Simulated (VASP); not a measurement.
Wanted: the native input for a VASP 6.6.1 run.

| Item | Value |
| --- | --- |
| Task | single point |
| Functional | PBE |
| Potentials or basis | VASP PAW PBE potentials, release 64 (Eu) |
| Cutoff | 520 eV |
| k mesh | 10 × 10 × 10 |
| Occupations | fermi-dirac, width 0.05 eV |
| Spin | no spin polarisation |
| Dipole correction | no |
| k mesh for the DOS | 15 × 15 × 15 |
| Occupations for the DOS | tetrahedron |
| Further INCAR settings | ALGO = Normal; EDIFF = 1e-07; NBANDS = 14 |

Eu:

```xyz
1
Lattice="-2.3030 2.3030 2.3030 2.3030 -2.3030 2.3030 2.3030 2.3030 -2.3030" Properties=species:S:1:pos:R:3 pbc="T T T"
Eu    0.0000    0.0000    0.0000
```

The input as run:

POSCAR

```
Eu
1.0
   -2.3030000000      2.3030000000      2.3030000000
    2.3030000000     -2.3030000000      2.3030000000
    2.3030000000      2.3030000000     -2.3030000000
Eu
1
Direct
    0.0000000000      0.0000000000      0.0000000000
```

INCAR.step1

```
SYSTEM = Eu
PREC     = Accurate       ! precision mode
ENCUT    = 520            ! plane-wave cutoff, eV
EDIFF    = 1E-7           ! SCF threshold, eV
ISMEAR   = -1             ! smearing method
SIGMA    = 0.05           ! smearing width, eV
LREAL    = .False.        ! projectors in reciprocal space
LASPH    = .True.         ! aspherical terms in the spheres
NELM     = 100            ! most SCF steps
ALGO     = Normal         ! electronic algorithm
ISIF     = 2              ! what is computed and relaxed
LWAVE    = .False.        ! write WAVECAR
LCHARG   = .True.         ! write CHGCAR
LMAXMIX  = 6              ! l up to which the mixer works
GGA      = PE             ! functional
NBANDS   = 14             ! bands
```

KPOINTS.step1

```
Automatic mesh
0
Gamma
  10 10 10
  0 0 0
```

INCAR.step2

```
SYSTEM = Eu
PREC     = Accurate       ! precision mode
ENCUT    = 520            ! plane-wave cutoff, eV
EDIFF    = 1E-7           ! SCF threshold, eV
ISMEAR   = -5             ! smearing method
SIGMA    = 0.05           ! smearing width, eV
LREAL    = .False.        ! projectors in reciprocal space
LASPH    = .True.         ! aspherical terms in the spheres
NELM     = 100            ! most SCF steps
ALGO     = Normal         ! electronic algorithm
ISIF     = 2              ! what is computed and relaxed
LWAVE    = .False.        ! write WAVECAR
LCHARG   = .False.        ! write CHGCAR
LMAXMIX  = 6              ! l up to which the mixer works
GGA      = PE             ! functional
LORBIT   = 11             ! projections on sites
NBANDS   = 14             ! bands
NEDOS    = 1001           ! points of the DOS
ICHARG   = 11             ! starting density
```

KPOINTS.step2

```
Automatic mesh
0
Gamma
  15 15 15
  0 0 0
```

Potentials or basis: VASP PAW PBE potentials, release 64 (Eu).

Launch:

```console
$ cat potpaw_PBE.64/Eu/POTCAR > POTCAR
$ cp INCAR.step1 INCAR
$ cp KPOINTS.step1 KPOINTS
$ mpirun -np 1 vasp_std > vasp.out
$ cp INCAR.step2 INCAR
$ cp KPOINTS.step2 KPOINTS
$ mpirun -np 1 vasp_std > vasp.out
```

It gave:

The valence electrons inside the program's atomic spheres are Eu 14.46.

Wall time 2.8 min on 1 thread of Intel(R) Xeon(R) Platinum 8488C (Sapphire Rapids), with other jobs on the host, peak memory 0.24 GiB.
